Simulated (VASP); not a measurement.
A run of VASP 6.6.1:

File POSCAR:

```
Cu
1.0
    2.5305027271      0.0000000000      0.0000000000
   -1.2652513636      2.1914796461      0.0000000000
    0.0000000000      0.0000000000      4.1298555581
Cu
2
Direct
    0.3333333333      0.6666666667      0.2500000000
    0.6666666667      0.3333333333      0.7500000000
```

The input INCAR.step1:

```
SYSTEM = Cu
PREC     = Accurate       ! precision mode
ENCUT    = 520            ! plane-wave cutoff, eV
ISMEAR   = 0              ! smearing method
SIGMA    = 0.1            ! smearing width, eV
LREAL    = .FALSE.        ! projectors in reciprocal space
LASPH    = .TRUE.         ! aspherical terms in the spheres
NELM     = 100            ! most SCF steps
NBANDS   = 18             ! bands
GGA      = PE             ! functional
ALGO     = Normal         ! electronic algorithm
EDIFF    = 1E-4           ! SCF threshold, eV
LWAVE    = .TRUE.         ! write WAVECAR
LCHARG   = .FALSE.        ! write CHGCAR
```

Contents of INCAR.step2:

```
SYSTEM = Cu
PREC     = Accurate       ! precision mode
ENCUT    = 520            ! plane-wave cutoff, eV
EDIFF    = 1E-6           ! SCF threshold, eV
ISMEAR   = 0              ! smearing method
SIGMA    = 0.1            ! smearing width, eV
LREAL    = .FALSE.        ! projectors in reciprocal space
LASPH    = .TRUE.         ! aspherical terms in the spheres
NELM     = 100            ! most SCF steps
ALGO     = Normal         ! electronic algorithm
ISIF     = 2              ! what is computed and relaxed
LWAVE    = .FALSE.        ! write WAVECAR
LCHARG   = .FALSE.        ! write CHGCAR
METAGGA  = R2SCAN         ! meta-GGA
LMIXTAU  = .TRUE.       
NBANDS   = 18             ! bands
ISTART   = 1
```

The input KPOINTS:

```
Automatic mesh
0
G
  18 18 10
  0 0 0
```

Potentials or basis: VASP PAW PBE potentials, release 64 (Cu).

Launch:

```bash
$ cat potpaw_PBE.64/Cu/POTCAR > POTCAR
$ cp INCAR.step1 INCAR
$ mpirun -np 1 vasp_std > vasp.out
$ cp INCAR.step2 INCAR
$ mpirun -np 1 vasp_std > vasp.out
```

Hardware: 1 thread of Intel(R) Xeon(R) Platinum 8488C (Sapphire Rapids), on a shared host.

Question: How long does it take, and how much memory?

Answer: Run time: 2.9 min on 1 thread of Intel(R) Xeon(R) Platinum 8488C (Sapphire Rapids), on a shared host, peak memory 0.19 GiB. Counts: k points 222.
